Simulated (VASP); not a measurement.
# SrO (Fm-3m) in VASP: notebook, part 2 of 2

VASP 6.6.1.

### 4 Single point, PBE

The input, INCAR:

```
SYSTEM = SrO
  PREC = Accurate
  ENCUT = 520
  EDIFF = 1E-6
  ISMEAR = 0
  SIGMA = 0.02
  LREAL = .False.
  LASPH = .True.
  NELM = 60
  ALGO = Normal
  ISIF = 2
  LWAVE = .False.
  LCHARG = .True.
  GGA = PE
  LELF = .True.
  LVHAR = .True.
  NBANDS = 15
```

The input, KPOINTS:

```
regular mesh
0
Gamma
  9 9 9
  0 0 0
```

The input, POSCAR:

```
SrO
1.0
    0.0000000000      2.5663000000      2.5663000000
    2.5663000000      0.0000000000      2.5663000000
    2.5663000000      2.5663000000      0.0000000000
Sr O
1 1
Direct
    0.5000000000      0.5000000000      0.5000000000
    0.0000000000      0.0000000000      0.0000000000
```

Potentials or basis: VASP PAW PBE potentials, release 64 (Sr_sv, O).

Started as:

```console
> cat potpaw_PBE.64/Sr_sv/POTCAR potpaw_PBE.64/O/POTCAR > POTCAR
> mpirun -np 1 vasp_std > vasp.out
```

OUTCAR:

```text
SYSTEM = SrO
   PREC = Accurate
   ENCUT = 520
   EDIFF = 1E-6
   ISMEAR = 0
   LREAL = .False.
   LASPH = .True.
   NELM = 60
   ISIF = 2
   GGA = PE

 ion  position               nearest neighbor table
   1  0.500  0.500  0.500-   2 2.57   2 2.57   2 2.57   2 2.57   2 2.57   2 2.57
   2  0.000  0.000  0.000-   1 2.57   1 2.57   1 2.57   1 2.57   1 2.57   1 2.57

  LATTYP: Found a face centered cubic cell.
 ALAT       =     5.1326000000

  Lattice vectors:

 A1 = (   0.0000000000,   2.5663000000,   2.5663000000)
 A2 = (   2.5663000000,   0.0000000000,   2.5663000000)
 A3 = (   2.5663000000,   2.5663000000,   0.0000000000)

Analysis of symmetry for initial positions (statically):
=====================================================================
 Subroutine PRICEL returns:
 Original cell was already a primitive cell.

 Routine SETGRP: Setting up the symmetry group for a
 face centered cubic supercell.

 Subroutine GETGRP returns: Found 48 space group operations
[... 9 lines left out ...]

 Routine SETGRP: Setting up the symmetry group for a
 face centered cubic supercell.

 Subroutine GETGRP returns: Found 48 space group operations
[... 11 lines left out ...]
                                     Primitive cell

  volume of cell :      33.8028
[... 143 lines left out ...]

 k-point     1 :       0.0000    0.0000    0.0000
  band No.  band energies     occupation
      1     -30.6804      2.00000
      2     -13.4084      2.00000
      3     -12.3125      2.00000
      4     -12.3125      2.00000
      5     -12.3125      2.00000
      6       1.6893      2.00000
      7       1.6893      2.00000
      8       1.6893      2.00000
      9       5.7119      0.00000
     10       7.9121      0.00000
     11       7.9121      0.00000
     12       7.9121      0.00000
     13      10.0916      0.00000
     14      10.0916      0.00000
[... 401 lines left out ...]
      2     -13.6834      2.00000
      3     -12.9345      2.00000
      4     -12.6737      2.00000
      5     -12.6737      2.00000
      6       1.1557      2.00000
      7       1.5970      2.00000
      8       1.5970      2.00000
      9       5.0091      0.00000
     10       9.4193      0.00000
     11      11.8280      0.00000
     12      12.1120      0.00000
     13      12.6486      0.00000
     14      12.6486      0.00000
     15      15.8627      0.00000

 [... further k-points ...]
[... 5 lines left out ...]
  --------------------------------------------------------------------------------------
  -------------------------------------------------------------------------------------
  Total        0.8281785      0.8281785      0.8281785     -0.0000000      0.0000000     -0.0000000
  in kB       39.2538497     39.2538497     39.2538497     -0.0000000      0.0000000     -0.0000000
  external PRESSURE =      39.2538497 kB  Pullay stress =       0.0000000 kB

 VOLUME and BASIS-vectors are now :
 -----------------------------------------------------------------------------
  energy-cutoff  :      520.00
  volume of cell :       33.80
      direct lattice vectors                 reciprocal lattice vectors
     0.000000000  2.566300000  2.566300000    -0.194833028  0.194833028  0.194833028
     2.566300000  0.000000000  2.566300000     0.194833028 -0.194833028  0.194833028
     2.566300000  2.566300000  0.000000000     0.194833028  0.194833028 -0.194833028

 POSITION                                       TOTAL-FORCE (eV/Angst)
 -----------------------------------------------------------------------------------
      2.56630      2.56630      2.56630        -0.000000     -0.000000     -0.000000
      0.00000      0.00000      0.00000         0.000000      0.000000      0.000000
 -----------------------------------------------------------------------------------
    total drift:                                0.000000      0.000000      0.000000

  FREE ENERGIE OF THE ION-ELECTRON SYSTEM (eV)
  ---------------------------------------------------
  free  energy   TOTEN  =       -12.0370188185 eV

  energy  without entropy=      -12.0370188185  energy(sigma->0) =      -12.03701882
```

OSZICAR:

```text
N       E                     dE             d eps       ncg     rms          rms(c)
DAV:   1     0.632024739869E+02    0.63202E+02   -0.76918E+03  1050   0.996E+02
DAV:   2    -0.106412648931E+02   -0.73844E+02   -0.67456E+02  1433   0.219E+02
DAV:   3    -0.141474999862E+02   -0.35062E+01   -0.34875E+01  1503   0.402E+01
DAV:   4    -0.142407093139E+02   -0.93209E-01   -0.93196E-01  1296   0.489E+00
DAV:   5    -0.142412602641E+02   -0.55095E-03   -0.55095E-03  1376   0.343E-01    0.166E+01
DAV:   6    -0.121831001256E+02    0.20582E+01   -0.66451E+00  1078   0.195E+01    0.196E+01
DAV:   7    -0.120457434782E+02    0.13736E+00   -0.28988E-01  1267   0.481E+00    0.114E+01
DAV:   8    -0.120349411211E+02    0.10802E-01   -0.11676E-01  1386   0.341E+00    0.462E-01
DAV:   9    -0.120363931583E+02   -0.14520E-02   -0.56835E-03  1309   0.478E-01    0.232E-01
DAV:  10    -0.120368593000E+02   -0.46614E-03   -0.44084E-04  1134   0.196E-01    0.849E-02
DAV:  11    -0.120370012740E+02   -0.14197E-03   -0.14037E-04  1148   0.875E-02    0.274E-02
DAV:  12    -0.120370186770E+02   -0.17403E-04   -0.27493E-05  1134   0.386E-02    0.251E-02
DAV:  13    -0.120370188185E+02   -0.14148E-06   -0.15804E-06  1103   0.110E-02
   1 F= -.12037019E+02 E0= -.12037019E+02  d E =-.150743E-11
```

Wall time 38 s (1 thread of Intel Xeon 8259CL, shared host); peak memory 0.17 GiB.

What came out:

| Quantity | Value |
| --- | --- |
| Free energy | -12.0370 eV |
| Pressure | 3.9 GPa |
| Band gap on the k mesh | 3.32 eV, indirect (least direct gap 3.41 eV) |

### 5 Single point, PBE

The input, INCAR:

```
ALGO = Normal
EDIFF = 1E-6
ENCUT = 520
GGA = PE
ISIF = 2
ISMEAR = 0
LASPH = T
LCHARG = F
LREAL = F
LWAVE = F
NBANDS = 15
NELM = 80
PREC = Accurate
SIGMA = 0.022
```

The input, KPOINTS:

```
k-points
0
Gamma
  9 9 9
```

POSCAR is that of step 4.

Started as:

```console
> cat potpaw_PBE.64/Sr_sv/POTCAR potpaw_PBE.64/O/POTCAR > POTCAR
> mpirun -np 1 vasp_std > vasp.out
```

Run time: 33 s. Hardware: 1 thread of Intel Xeon 8259CL, shared host; peak memory 0.16 GiB.

Results (log left out):

```yaml
Free_energy: -12.0370 eV
Pressure: 3.9 GPa
Band_gap_on_the_k_mesh: 3.32 eV, indirect (least direct gap 3.41 eV)
```

Levels at points of the mesh, in eV from the valence-band top:
```tsv
k point	band 6	band 7	band 8	band 9	band 10	band 11
(0.00, 0.00, 0.00)	0.00	0.00	0.00	4.02	6.22	6.22
```

A k mesh can miss the band edges. A hybrid or GW would open this gap; PBE tends to underestimate it.

### 6 Single point, PBE

The input, INCAR:

```
SYSTEM = SrO
ALGO = Normal
EDIFF = 1E-7
ENCUT = 520
GGA = PE
ISIF = 2
ISMEAR = 0
LASPH = .True.
LCHARG = .False.
LREAL = .False.
LWAVE = .False.
NBANDS = 15
NELM = 80
PREC = Accurate
SIGMA = 0.023
```

The input, KPOINTS:

```
k-points
0
Gamma
  9 9 9
  0 0 0
```

POSCAR is that of step 5.

Potentials or basis: VASP PAW PBE potentials, release 64 (Sr_sv, O).

Started as:

```console
> cat potpaw_PBE.64/Sr_sv/POTCAR potpaw_PBE.64/O/POTCAR > POTCAR
> mpirun -np 1 vasp_std > vasp.out
```

It took 39 s on 1 thread of Intel Xeon 8259CL, shared host; peak memory 0.17 GiB.

Results (log left out):

```
Free energy            : -12.0370 eV
Pressure               : 3.9 GPa
Band gap on the k mesh : 3.32 eV, indirect (least direct gap 3.41 eV)
```

Levels at points of the mesh, in eV from the valence-band top:
| k point | band 6 | band 7 | band 8 | band 9 | band 10 | band 11 |
| --- | --- | --- | --- | --- | --- | --- |
| (0.00, 0.00, 0.00) | 0.00 | 0.00 | 0.00 | 4.02 | 6.22 | 6.22 |

### 7 Summary

| smearing | gap on the mesh (eV) | pressure (GPa) |
| --- | --- | --- |
| gaussian 0.017 eV | 3.32 | 3.9 |
| gaussian 0.018 eV | 3.32 | 3.9 |
| gaussian 0.02 eV | 3.32 | 3.9 |
| gaussian 0.022 eV | 3.32 | 3.9 |
| gaussian 0.023 eV | 3.32 | 3.9 |

Alike in all rows: task single point; level PBE; potentials or basis VASP PAW PBE potentials, release 64 (Sr_sv, O); no spin polarisation; cell as given; k mesh 9 × 9 × 9; cutoff (eV) 520.

On the cell as given the gap runs from 3.32 eV (PBE) to 3.32 eV (PBE).

Total energies depend on the potentials used, so only differences within one code and one set of settings carry meaning.
